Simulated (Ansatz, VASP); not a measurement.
# One calculation of O, two programs

```
O
1.0
    11.00000    0.00000    0.00000
     0.00000   11.50000    0.00000
     0.00000    0.00000   12.00000
O
2
Direct
  0.50000 0.50000 0.44977
  0.50000 0.50000 0.55023
```

Alike in both runs: functional r2SCAN; k mesh 1 × 1 × 1; occupations gaussian, width 0.02 eV; collinear spin.

Ansatz relaxed the structure, and its values are those at the end. VASP's run is a single point on that final structure, the one shown.

```csv
,VASP,Ansatz
version,VASP 6.6.1,Ansatz 0.2.0
potentials or method,"VASP PAW PBE potentials, release 64 (O)","scalar-relativistic, plane waves, PAW"
plane-wave cutoff (eV),520,500
valence electrons in the cell,12,12
```

```tsv
	VASP	Ansatz	Ansatz less VASP
gap on the k mesh at the Fermi level (eV)	3.45	3.41	-0.040
rms of the force components (eV/Å)	0.825	0.001	-0.8232
net moment per atom (μB)	1.00	1.00	0.000
size of the moment on the site where the two differ most (μB)	0.83	0.57	-0.257
```

VASP's potentials were made for PBE, not for r2SCAN. Site moments also hang on the region over which each program counts them. One of these differences is far larger than is usual between the two programs; its cause wasn't traced. Ansatz's warnings: end state compared, xc potential rough in thin density.

Noted on VASP's run: the standard files for N, O and F lose accuracy on very short bonds.
